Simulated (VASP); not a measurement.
Ta2N:

```
Ta N
1.0
     3.17391    0.00000    0.00000
    -1.58696    2.74869    0.00000
     0.00000    0.00000    4.96535
Ta N
2 1
Direct
  0.33333 0.66667 0.25471
  0.66667 0.33333 0.74529
  0.00000 0.00000 0.00000
```

Base run:

| Item | Value |
| --- | --- |
| Program | VASP 6.6.1 |
| Functional | r2SCAN |
| Potentials or basis | VASP PAW PBE potentials, release 64 (Ta_pv, N) |
| Cutoff | 520 eV |
| k mesh | 10 × 10 × 6 |
| Occupations | fermi-dirac, width 0.05 eV |
| Spin | no spin polarisation |

Its results: band gap on the k mesh zero (an odd number of electrons rules out a gap without spin polarisation); pressure -18.6 GPa; largest force 0.127 eV/Å.

Question: The run is repeated on the same cell with these changes: potentials or basis from VASP PAW PBE potentials, release 64 (Ta_pv, N) to VASP PAW PBE potentials, release 64 (Ta_sv_GW, N); cutoff from 520 eV to 660 eV; further incar settings from ALGO = Normal; EDIFF = 1e-07; NBANDS = 20 to ALGO = Normal; EDIFF = 1e-06; NBANDS = 22; valence electrons from 27 to 31. What comes out?

Answer: Band gap on the k mesh zero (an odd number of electrons rules out a gap without spin polarisation); pressure -19.7 GPa; largest force 0.159 eV/Å.

Caveats: the cell stands under tension; the PAW data sets were made with another functional, which shifts forces and pressure a little; spin-orbit coupling is left out, which moves the levels of the heavy elements.
